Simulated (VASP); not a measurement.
# Ti3O4 (I4/mmm) in VASP: further runs

Ti3O4 is run at these levels: r2SCAN; tasks: single point.

All numbers are computed with VASP 6.6.1; they aren't measurements. Logs are shortened: lines on timing, memory, paths and dates and some standing lists are left out, and cuts for length are marked.

**1. The cell of the first run**

Symmetry: I4/mmm, No. 139, tetragonal system. Conventional cell: a = 3.960 Å, b = 3.960 Å, c = 7.789 Å, α = 90.00°, β = 90.00°, γ = 90.00°. Within 2.6 Å of Ti (site symmetry -4m2) lie 6 O at 1.95 to 1.98 Å. Within 2.6 Å of Ti (site symmetry 4/mmm) lie 6 O at 1.98 to 2.06 Å. Within 2.9 Å of O (site symmetry mmm) lie 4 Ti at 1.95 to 1.98 Å and 12 O at 2.70 to 2.86 Å. O (site symmetry 4mm) has 5 Ti at 1.98 to 2.06 Å and 4 O at 2.70 Å within 2.7 Å.

**2. Single point, r2SCAN (8.72 Å³/atom)**

Input file POSCAR:

```
Ti3O4
1.0
   -1.9798611794      1.9798611794      3.8942781688
    1.9798611794     -1.9798611794      3.8942781688
    1.9798611794      1.9798611794     -3.8942781688
Ti O
3 4
Direct
    0.2500000000      0.7500000000      0.5000000000
    0.5000000000      0.5000000000      0.0000000000
    0.7500000000      0.2500000000      0.5000000000
    0.0000000000      0.5000000000      0.5000000000
    0.2354596904      0.2354596904      0.0000000000
    0.5000000000      0.0000000000      0.5000000000
    0.7645403096      0.7645403096      0.0000000000
```

Input file INCAR.step1:

```
SYSTEM = Ti3O4
  PREC = Accurate
  ENCUT = 520
  ISMEAR = 0
  SIGMA = 0.1
  LREAL = .FALSE.
  LASPH = .TRUE.
  NELM = 60
  NBANDS = 39
  GGA = PE
  ALGO = Normal
  EDIFF = 1E-4
  LWAVE = .TRUE.
  LCHARG = .FALSE.
```

Input file INCAR.step2:

```
SYSTEM = Ti3O4
  PREC = Accurate
  ENCUT = 520
  EDIFF = 1E-6
  ISMEAR = 0
  SIGMA = 0.1
  LREAL = .FALSE.
  LASPH = .TRUE.
  NELM = 60
  ALGO = Normal
  ISIF = 2
  LWAVE = .FALSE.
  LCHARG = .FALSE.
  METAGGA = R2SCAN
  LMIXTAU = .TRUE.
  NBANDS = 39
  ISTART = 1
```

Input file KPOINTS:

```
Automatic mesh
0
G
  12 12 12
  0 0 0
```

Potentials or basis: VASP PAW PBE potentials, release 64 (Ti_sv, O).

Command:

```console
$ cat potpaw_PBE.64/Ti_sv/POTCAR potpaw_PBE.64/O/POTCAR > POTCAR
$ cp INCAR.step1 INCAR
$ mpirun -np 1 vasp_std > vasp.out
$ cp INCAR.step2 INCAR
$ mpirun -np 1 vasp_std > vasp.out
```

OUTCAR:

```text
SYSTEM = Ti3O4
   PREC = Accurate
   ENCUT = 520
   EDIFF = 1E-6
   ISMEAR = 0
   LREAL = .FALSE.
   LASPH = .TRUE.
   NELM = 60
   ISIF = 2
   METAGGA = R2SCAN
   ISTART = 1

 ion  position               nearest neighbor table
   1  0.250  0.750  0.500-   4 1.95   6 1.95   7 1.98   5 1.98   7 1.98   5 1.98   2 2.78   2 2.78
                             2 2.78   2 2.78   3 2.80   3 2.80   3 2.80   3 2.80
   2  0.500  0.500  0.000-   4 1.98   6 1.98   6 1.98   4 1.98   5 2.06   7 2.06   1 2.78   3 2.78
                             1 2.78   3 2.78   1 2.78   1 2.78   3 2.78   3 2.78
   3  0.750  0.250  0.500-   4 1.95   6 1.95   7 1.98   5 1.98   7 1.98   5 1.98   2 2.78   2 2.78
                             2 2.78   2 2.78   1 2.80   1 2.80   1 2.80   1 2.80
   4  0.000  0.500  0.500-   1 1.95   3 1.95   2 1.98   2 1.98
   5  0.235  0.235  0.000-   3 1.98   1 1.98   1 1.98   3 1.98   2 2.06
   6  0.500  0.000  0.500-   1 1.95   3 1.95   2 1.98   2 1.98
   7  0.765  0.765  0.000-   3 1.98   1 1.98   1 1.98   3 1.98   2 2.06

  LATTYP: Found a body centered tetragonal cell.
 ALAT       =     3.9597223588
 C/A-ratio  =     1.9669450613

  Lattice vectors:

 A1 = (  -1.9798611794,   1.9798611794,   3.8942781688)
 A2 = (   1.9798611794,  -1.9798611794,   3.8942781688)
 A3 = (   1.9798611794,   1.9798611794,  -3.8942781688)

Analysis of symmetry for initial positions (statically):
=====================================================================
 Subroutine PRICEL returns:
 Original cell was already a primitive cell.

 Routine SETGRP: Setting up the symmetry group for a
 body centered tetragonal supercell.

 Subroutine GETGRP returns: Found 16 space group operations
 (whereof 16 operations were pure point group operations)
 out of a pool of 16 trial point group operations.

The static configuration has the point symmetry D_4h.

Analysis of symmetry for dynamics (positions and initial velocities):
=====================================================================
 Subroutine PRICEL returns:
 Original cell was already a primitive cell.

 Routine SETGRP: Setting up the symmetry group for a
 body centered tetragonal supercell.

 Subroutine GETGRP returns: Found 16 space group operations
 (whereof 16 operations were pure point group operations)
 out of a pool of 16 trial point group operations.

The dynamic configuration has the point symmetry D_4h.

 Subroutine INISYM returns: Found 16 space group operations
 (whereof 16 operations are pure point group operations),
 and found     1 'primitive' translations

----------------------------------------------------------------------------------------

                                     Primitive cell

  volume of cell :      61.0599

  direct lattice vectors                    reciprocal lattice vectors
    -1.979861179  1.979861179  3.894278169     0.000000000  0.252542959  0.128393499
     1.979861179 -1.979861179  3.894278169     0.252542959  0.000000000  0.128393499
     1.979861179  1.979861179 -3.894278169     0.252542959  0.252542959  0.000000000

  length of vectors
     4.796363522  4.796363522  4.796363522     0.283306965  0.283306965  0.357149677

  position of ions in fractional coordinates (direct lattice)
     0.250000000  0.750000000  0.500000000
     0.500000000  0.500000000  0.000000000
     0.750000000  0.250000000  0.500000000
     0.000000000  0.500000000  0.500000000
     0.235459690  0.235459690  0.000000000
     0.500000000  0.000000000  0.500000000
     0.764540310  0.764540310  0.000000000

  ion indices of the primitive-cell ions
   primitive index   ion index
                 1           1
                 2           2
                 3           3
                 4           4
                 5           5
                 6           6
                 7           7

----------------------------------------------------------------------------------------

 KPOINTS: Automatic mesh

Automatic generation of k-mesh.
 Grid dimensions read from file:
 generate k-points for:   12   12   12

 Generating k-lattice:

  Cartesian coordinates                     Fractional coordinates (reciprocal lattice)
     0.000000000  0.021045247  0.010699458     0.083333333  0.000000000  0.000000000
     0.021045247  0.000000000  0.010699458     0.000000000  0.083333333  0.000000000
     0.021045247  0.021045247  0.000000000     0.000000000  0.000000000  0.083333333

  Length of vectors
     0.023608914  0.023608914  0.029762473

  Shift w.r.t. Gamma in fractional coordinates (k-lattice)
     0.000000000  0.000000000  0.000000000

 Subroutine IBZKPT returns following result:
 ===========================================

 Found    163 irreducible k-points:

 Following reciprocal coordinates:
            Coordinates               Weight
  0.000000  0.000000  0.000000      1.000000
  0.083333  0.000000  0.000000      8.000000
  0.166667 -0.000000  0.000000      8.000000
  0.250000 -0.000000  0.000000      8.000000
  0.333333  0.000000  0.000000      8.000000
  0.416667  0.000000 -0.000000      8.000000
[... 16 lines left out ...]
  0.500000  0.166667  0.000000     16.000000
 -0.416667  0.166667  0.000000     16.000000
 [... further k-points ...]
   k-points           NKPTS =    163   k-points in BZ     NKDIM =    163   number of bands    NBANDS=     39
   number of dos      NEDOS =    301   number of ions     NIONS =      7
   total plane-waves  NPLWV =  46656
   dimension x,y,z NGX =    36 NGY =   36 NGZ =   36
   dimension x,y,z NGXF=    72 NGYF=   72 NGZF=   72
   ions per type =               3   4
   NGX,Y,Z   is equivalent  to a cutoff of  12.48, 12.48, 12.48 a.u.
   NGXF,Y,Z  is equivalent  to a cutoff of  24.96, 24.96, 24.96 a.u.
 SYSTEM =  Ti3O4
   PREC   = accura    normal or accurate (medium, high low for compatibility)
   ISTART =      1    job   : 0-new  1-cont  2-samecut
   ICHARG =      0    charge: 1-file 2-atom 10-const
   ISPIN  =      1    spin polarized calculation?
   LNONCOLLINEAR =      F non collinear calculations
   LSORBIT =      F    spin-orbit coupling
   LASPH  =      T    aspherical Exc in radial PAW
   ENCUT  =  520.0 eV  38.22 Ry    6.18 a.u.   8.92  8.92  8.92*2*pi/ulx,y,z
   NELM   =     60;   NELMIN=  2; NELMDL=  0     # of ELM steps
   EDIFF  = 0.1E-05   stopping-criterion for ELM
   LREAL  =      F    real-space projection
   EDIFFG = 0.1E-04   stopping-criterion for IOM
   NSW    =      0    number of steps for IOM
   IBRION =     -1    ionic relax: 0-MD 1-quasi-New 2-CG
   NFREE  =      0    steps in history (QN), initial steepest desc. (CG)
   ISIF   =      2    stress and relaxation
   ISYM   =      2    0-nonsym 1-usesym 2-fastsym
   POTIM  = 0.5000    time-step for ionic-motion
   TEBEG  =    0.0;   TEEND  =   0.0 temperature during run
   PSTRESS=    0.0 pullay stress
   NELECT =      60.0000    total number of electrons
   NUPDOWN=      -1.0000    fix difference up-down
   EMIN   =  10.00;   EMAX   =-10.00  energy-range for DOS
   EFERMI =   0.00;   METHOD = LEGACY
   ISMEAR =     0;   SIGMA  =   0.10  broadening in eV -4-tet -1-fermi 0-gaus
   EFERMI_NEDOS =   21; number of points for ismear=-14 and -15
   IALGO  =     38    algorithm
   IMIX   =      4    mixing-type and parameters
     AMIX     =   0.40;   BMIX     =  1.00
     AMIX_MAG =   1.60;   BMIX_MAG =  1.00
  volume/ion in A,a.u.               =       8.72        58.86
  Fermi-wavevector in a.u.,A,eV,Ry     =   1.627570  3.075662 36.041632  2.648985
  Thomas-Fermi vector in A             =   2.720344
   LORBIT       =      0    0 simple, 1 ext, 2 COOP (PROOUT), +10 PAW based schemes
   METAGGA = R2SCAN    functional components
   LHFCALC =     F    Hartree Fock is set to
   AEXX    =    0.0000 exact exchange contribution
   IVDW    =     0    specifies the selected vdW correction
   LEPSILON=     F    determine dielectric tensor
   LRPA    =     F    only Hartree local field effects (RPA)
 non-spin polarized calculation
 Gauss-broadening in eV      SIGMA  =   0.10
  energy-cutoff  :      520.00
  volume of cell :       61.06
 maximum number of plane-waves:      1674
   NGX = 17   NGY = 17   NGZ = 17

 number of electron      60.0000001 magnetization

 Free energy of the ion-electron system (eV)
  ---------------------------------------------------
  ext. energy  EPLUGINS =         0.00000000
  ---------------------------------------------------
  free energy    TOTEN  =       -82.93577016 eV

  energy without entropy =      -82.92464102  energy(sigma->0) =      -82.93020559

 E-fermi :  11.6412     XC(G=0): -13.7887

 val. band max:       11.6400555289   @ k =  -0.4167   0.1667   0.0000
 cond. band min:      11.6431562513   @ k =   0.3333   0.1667   0.1667
 fundamental gap:      0.0031007224
 Fermi energy:        11.6411629136

 k-point     1 :       0.0000    0.0000    0.0000
  band No.  band energies     occupation
      1     -48.9603      2.00000
      2     -48.7616      2.00000
      3     -48.5861      2.00000
      4     -24.5219      2.00000
      5     -24.4878      2.00000
      6     -24.4877      2.00000
[... 31 lines left out ...]
     38      13.7883      0.00000
     39      14.1205      0.00000

 k-point     2 :       0.0833    0.0000    0.0000
  band No.  band energies     occupation
      1     -48.9560      2.00000
      2     -48.7642      2.00000
      3     -48.5875      2.00000
      4     -24.5475      2.00000
      5     -24.4817      2.00000
      6     -24.4623      2.00000
[... 31 lines left out ...]
     38      13.8294      0.00000
     39      14.2434      0.00000

 k-point     3 :       0.1667   -0.0000    0.0000
  band No.  band energies     occupation
      1     -48.9435      2.00000
      2     -48.7718      2.00000
      3     -48.5918      2.00000
      4     -24.5763      2.00000
      5     -24.4641      2.00000
      6     -24.4502      2.00000
[... 832 lines left out ...]
 k-point    23 :       0.5000    0.1667    0.0000
  band No.  band energies     occupation
      1     -48.8504      2.00000
      2     -48.8383      2.00000
      3     -48.6145      2.00000
      4     -24.7095      2.00000
      5     -24.6123      2.00000
      6     -24.5465      2.00000
[... 31 lines left out ...]
     38      14.5668      0.00000
     39      15.1273      0.00000

 k-point    24 :      -0.4167    0.1667    0.0000
  band No.  band energies     occupation
      1     -48.8723      2.00000
      2     -48.8210      2.00000
      3     -48.6101      2.00000
      4     -24.7325      2.00000
      5     -24.5919      2.00000
      6     -24.5125      2.00000
[... 31 lines left out ...]
     38      14.3183      0.00000
     39      15.2597      0.00000

 [... further k-points ...]

------------------------ aborting loop because EDIFF is reached ----------------------------------------

  FORCE on cell =-STRESS in cart. coord.  units (eV):
  Direction    XX          YY          ZZ          XY          YZ          ZX
  --------------------------------------------------------------------------------------
  -------------------------------------------------------------------------------------
  Total       15.6904247     15.6904247     15.7267050      0.0000000     -0.0000000      0.0000000
  in kB      411.7075579    411.7075579    412.6595307      0.0000000     -0.0000000      0.0000000
  external PRESSURE =     412.0248822 kB  Pullay stress =       0.0000000 kB

 VOLUME and BASIS-vectors are now :
 -----------------------------------------------------------------------------
  energy-cutoff  :      520.00
  volume of cell :       61.06
      direct lattice vectors                 reciprocal lattice vectors
    -1.979861179  1.979861179  3.894278169     0.000000000  0.252542959  0.128393499
     1.979861179 -1.979861179  3.894278169     0.252542959  0.000000000  0.128393499
     1.979861179  1.979861179 -3.894278169     0.252542959  0.252542959  0.000000000

 POSITION                                       TOTAL-FORCE (eV/Angst)
 -----------------------------------------------------------------------------------
      1.97986      0.00000      1.94714        -0.000000     -0.000000     -0.000000
      0.00000      0.00000      3.89428        -0.000000     -0.000000      0.000000
      0.00000      1.97986      1.94714        -0.000000     -0.000000      0.000000
      1.97986      0.00000      0.00000        -0.000000     -0.000000      0.000000
      0.00000      0.00000      1.83389        -0.000000     -0.000000     -0.072203
      0.00000      1.97986      0.00000        -0.000000     -0.000000     -0.000000
      0.00000      0.00000      5.95467         0.000000      0.000000      0.072203
 -----------------------------------------------------------------------------------
    total drift:                                0.000000      0.000000     -0.000000

  FREE ENERGIE OF THE ION-ELECTRON SYSTEM (eV)
  ---------------------------------------------------
  free  energy   TOTEN  =       -82.9357701631 eV

  energy  without entropy=      -82.9246410156  energy(sigma->0) =      -82.93020559
```

Run time: 49 min. Hardware: 1 thread of Intel Xeon 8259CL, shared host; peak memory 0.43 GiB.

What came out:

```yaml
Free_energy: -82.9358 eV
Pressure: 41.2 GPa
Largest_force: 0.072 eV/Å
Band_gap_on_the_k_mesh: zero (bands 30 and 31 overlap by 4.13 eV)
```

Forces in eV/Å, atoms in the order of the input:
```
Ti   0.000  0.000  0.000
Ti   0.000  0.000  0.000
Ti   0.000  0.000  0.000
O    0.000  0.000  0.000
O    0.000  0.000 -0.072
O    0.000  0.000  0.000
O    0.000  0.000  0.072
```

Levels at points of the mesh, in eV from the Fermi level:
```csv
k point,band 27,band 28,band 29,band 30,band 31,band 32,band 33,band 34
"(0.00, 0.00, 0.00)",-4.66,-4.66,-3.33,-0.88,-0.88,0.63,0.72,0.72
"(0.50, 0.00, 0.00)",-6.13,-4.77,-1.50,0.39,0.54,0.77,0.85,1.30
"(0.50, 0.50, 0.00)",-6.12,-4.41,0.99,0.99,1.24,1.33,1.58,1.71
"(0.50, 0.50, 0.50)",-5.23,-5.23,-3.05,-3.05,-2.93,-0.04,1.24,1.78
```

Caveat: the cell stands under pressure; the PAW data sets were made with another functional, which shifts forces and pressure a little; semilocal functionals often make such compounds metallic where correlation or magnetic order opens a gap, which also shifts bond lengths.

**3. Single point, r2SCAN (10.90 Å³/atom)**

This run uses another cell than the first one, of 10.90 Å³/atom.

Input file POSCAR:

```
Ti3O4
1.0
   -2.1255064857      2.1255064857      4.2235884581
    2.1255064857     -2.1255064857      4.2235884581
    2.1255064857      2.1255064857     -4.2235884581
Ti O
3 4
Direct
    0.2500000000      0.7500000000      0.5000000000
    0.5000000000      0.5000000000      0.0000000000
    0.7500000000      0.2500000000      0.5000000000
    0.0000000000      0.5000000000      0.5000000000
    0.2510063281      0.2510063281      0.0000000000
    0.5000000000      0.0000000000      0.5000000000
    0.7489936719      0.7489936719      0.0000000000
```

Input file INCAR.step1:

```
PREC = Accurate ; ENCUT = 520
ISMEAR = 0 ; SIGMA = 0.1
LREAL = F ; LASPH = T
NELM = 80 ; NBANDS = 39
GGA = PE ; ALGO = Normal
EDIFF = 1E-4 ; LWAVE = T
LCHARG = F
```

Input file INCAR.step2:

```
PREC = Accurate ; ENCUT = 520
EDIFF = 1E-6 ; ISMEAR = 0
SIGMA = 0.1 ; LREAL = F
LASPH = T ; NELM = 80
ALGO = Normal ; ISIF = 2
LWAVE = F ; LCHARG = T
METAGGA = R2SCAN ; LMIXTAU = T
LELF = T ; LVHAR = T
NBANDS = 39 ; ISTART = 1
```

Input file KPOINTS:

```
Automatic mesh
0
Gamma
  12 12 12
```

Potentials or basis: VASP PAW PBE potentials, release 64 (Ti_sv, O).

Command:

```console
$ cat potpaw_PBE.64/Ti_sv/POTCAR potpaw_PBE.64/O/POTCAR > POTCAR
$ cp INCAR.step1 INCAR
$ mpirun -np 1 vasp_std > vasp.out
$ cp INCAR.step2 INCAR
$ mpirun -np 1 vasp_std > vasp.out
```

Wall time 23 min (1 thread of Intel Xeon 6975P-C (Granite Rapids), shared host); peak memory 0.51 GiB.

Results (log left out):

| Item | Value |
| --- | --- |
| Free energy | -83.5950 eV |
| Pressure | -16.7 GPa |
| Largest force | 0.050 eV/Å |
| Band gap on the k mesh | zero (bands 30 and 31 overlap by 2.91 eV) |

Forces on the atoms (eV/Å):
```
Ti   0.000  0.000  0.000
Ti   0.000  0.000  0.000
Ti   0.000  0.000  0.000
O    0.000  0.000  0.000
O    0.000  0.000 -0.050
O    0.000  0.000  0.000
O    0.000  0.000  0.050
```

Stress tensor (GPa, compression positive):
```
-16.79   0.00   0.00
  0.00 -16.79   0.00
  0.00   0.00 -16.61
```

Levels at points of the mesh, in eV from the Fermi level:
```
           k point  band 26  band 27  band 28  band 29  band 30  band 31  band 32  band 33  band 34  band 35
(0.00, 0.00, 0.00)    -4.41    -4.04    -4.04    -2.49    -0.50    -0.50     0.39     0.39     0.39     0.73
(0.50, 0.00, 0.00)    -5.38    -5.15    -4.24    -0.93     0.20     0.29     0.45     0.58     0.92     1.17
(0.50, 0.50, 0.00)    -5.72    -5.45    -3.66     0.65     0.67     0.90     0.97     1.00     1.11     1.34
(0.50, 0.50, 0.50)    -5.06    -4.39    -4.39    -2.22    -2.04    -2.04    -0.01     0.94     1.21     1.26
```

Caveat: the cell stands under tension; the PAW data sets were made with another functional, which shifts forces and pressure a little; semilocal functionals often make such compounds metallic where correlation or magnetic order opens a gap, which also shifts bond lengths.
